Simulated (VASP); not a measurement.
Here is a VASP 6.6.1 calculation.

INCAR

```
  PREC = Accurate
  ENCUT = 520
  EDIFF = 1E-6
  ISMEAR = 0
  SIGMA = 0.1
  LREAL = F
  LASPH = T
  NELM = 60
  ALGO = Normal
  ISIF = 2
  LWAVE = F
  LCHARG = T
  GGA = PE
  IVDW = 12
  LELF = T
  LVHAR = T
  NBANDS = 10
```

KPOINTS

```
Automatic mesh
0
Gamma
  24 24 12
```

POSCAR

```
Al
1.0
    2.7197089362      0.0000000000      0.0000000000
   -1.3598544681      2.3553370297      0.0000000000
    0.0000000000      0.0000000000      4.7605735699
Al
2
Direct
    0.6666666667      0.3333333333      0.7500000000
    0.3333333333      0.6666666667      0.2500000000
```

Potentials or basis: VASP PAW PBE potentials, release 64 (Al).

Launch:

```sh
$ cat potpaw_PBE.64/Al/POTCAR > POTCAR
$ mpirun -np 1 vasp_std > vasp.out
```

Question: Estimate the band gap on the k mesh.

Answer: Zero (band 3 reaches 12.59 eV, above the bottom of band 4 at 5.71 eV).

Question: Estimate the dispersion energy per atom.

Answer: -0.365 eV.

Stress tensor (GPa, compression positive):
```
6.49 0.00 0.00
0.00 6.49 0.00
0.00 0.00 0.47
```

Caveat: the cell differs from its parent crystal (biaxial strain in the a-b plane: -3.0 %); pairwise dispersion overbinds metals, which lowers pressure and volume.
